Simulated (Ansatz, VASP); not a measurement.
## WS2: VASP beside Ansatz

Contents of INCAR:

```
SYSTEM = WS2
ALGO = Normal
EDIFF = 1E-6
ENCUT = 520
GGA = PE
ISIF = 2
ISMEAR = -1
LASPH = .TRUE.
LCHARG = .FALSE.
LREAL = .FALSE.
LWAVE = .FALSE.
NBANDS = 20
NELM = 100
PREC = Accurate
SIGMA = 0.05
```

KPOINTS

```
k-points
0
G
  8 8 3
  0 0 0
```

The input POSCAR:

```
WS2
1.0
    3.4287735136      0.0000000000      0.0000000000
    0.0000000000      3.4287735136      0.0000000000
    0.0000000000      0.0000000000     10.8285260857
W S
1 2
Direct
    0.5000000000      0.5000000000      0.5000000000
    0.5000000000      0.5000000000      0.9155235500
    0.5000000000      0.5000000000      0.0844764500
```

Contents of input.yaml:

```yaml
crystal:
  lattice:
    - [3.4287735136, 0.0, 0.0]
    - [0.0, 3.4287735136, 0.0]
    - [0.0, 0.0, 10.8285260857]
  atoms:
    - { symbol: W, position: [0.5, 0.5, 0.5] }
    - { symbol: S, position: [0.5, 0.5, 0.91552355] }
    - { symbol: S, position: [0.5, 0.5, 0.08447645] }
kpoints:
  mp_grid: { grid: [8, 8, 3] }
scf:
  occupations: { method: fermi_dirac, width: 0.05 }
hamiltonian:
  xc: pbe
  pseudopotentials: { kind: all_electron, lapw: { basis_error: 0.001 } }
output:
  forces: true
  stress: true
  eigenvalues: true
```

Change from the starting cell: volume scaled by 1.02.

Alike in both runs: task single point; functional PBE; k mesh 8 × 8 × 3; occupations fermi-dirac, width 0.05 eV; no spin polarisation.

|  | VASP | Ansatz |
| --- | --- | --- |
| version | VASP 6.6.1 | Ansatz 0.2.0 |
| potentials or method | VASP PAW PBE potentials, release 64 (W_sv, S), cutoff 520 eV | all-electron LAPW, scalar-relativistic |

Ansatz gave:

```
gap on the k mesh at the Fermi level (eV)                     : none
pressure (GPa)                                                : -6.1
traceless stress, the component that is largest in VASP (GPa) : 11.81
rms of the force components (eV/Å)                            : 1.231
```

Question: What did VASP give for the same quantities?

Answer: gap on the k mesh at the Fermi level (eV): none; pressure (GPa): -6.4; traceless stress, the component that is largest in VASP (GPa): 11.29; rms of the force components (eV/Å): 1.076.

Atom by atom the forces differ by 0.155 eV/Å (rms over components). A gap of «none» marks a metal or a gap that the smearing closes. Ansatz ran all-electron here, and VASP with PAW potentials.

Spin-orbit coupling is off throughout.
